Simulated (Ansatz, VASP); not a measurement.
## One calculation of As, two programs

The input INCAR:

```
PREC = Accurate
ENCUT = 520
EDIFF = 1E-6
ISMEAR = 0
SIGMA = 0.02
LREAL = False
LASPH = True
NELM = 120
ALGO = Normal
ISIF = 2
LWAVE = False
LCHARG = False
LDIPOL = True
IDIPOL = 3
DIPOL = 0.5 0.5 0.500
GGA = CA
NBANDS = 22
GGA_COMPAT = False
NELMDL = -8
```

KPOINTS

```
Automatic mesh
0
Gamma
  9 9 1
```

Contents of POSCAR:

```
As
1.0
    3.2940000000      0.0000000000      0.0000000000
   -1.6470000000      2.8526876801      0.0000000000
    0.0000000000      0.0000000000     28.0000000000
As
2
Direct
    0.3333333333      0.6666666667      0.5317142857
    0.6666666667      0.3333333333      0.4682857143
```

Input for Ansatz:

```yaml
crystal:
  lattice:
    - [3.294, 0.0, 0.0]
    - [-1.647, 2.8526876801, 0.0]
    - [0.0, 0.0, 28.0]
  atoms:
    - { symbol: As, position: [0.3333333333, 0.6666666667, 0.5317142857] }
    - { symbol: As, position: [0.6666666667, 0.3333333333, 0.4682857143] }
  periodic: [true, true, false]
basis:
  ecutwfc: 420
kpoints:
  mp_grid: { grid: [9, 9, 1] }
hamiltonian:
  xc: lda
scf:
  occupations: { method: gaussian, width: 0.02 }
output:
  forces: true
  stress: true
  eigenvalues: true
```

Alike in both runs: task single point; functional LDA; k mesh 9 × 9 × 1; occupations gaussian, width 0.02 eV; no spin polarisation.

```csv
,VASP,Ansatz
version,VASP 6.6.1,Ansatz 0.2.0
potentials or method,"VASP PAW LDA potentials, release 64 (As_d), cutoff 520 eV","scalar-relativistic, plane waves, PAW"
valence electrons in the cell,30,30
```

|  | VASP | Ansatz | Ansatz less VASP |
| --- | --- | --- | --- |
| rms of the force components (eV/Å) | 1.553 | 1.572 | +0.0197 |

LDA's correlation is that of Perdew and Zunger in VASP and of Perdew and Wang (1992) in Ansatz. Atom by atom the forces differ by 0.020 eV/Å (rms over components).
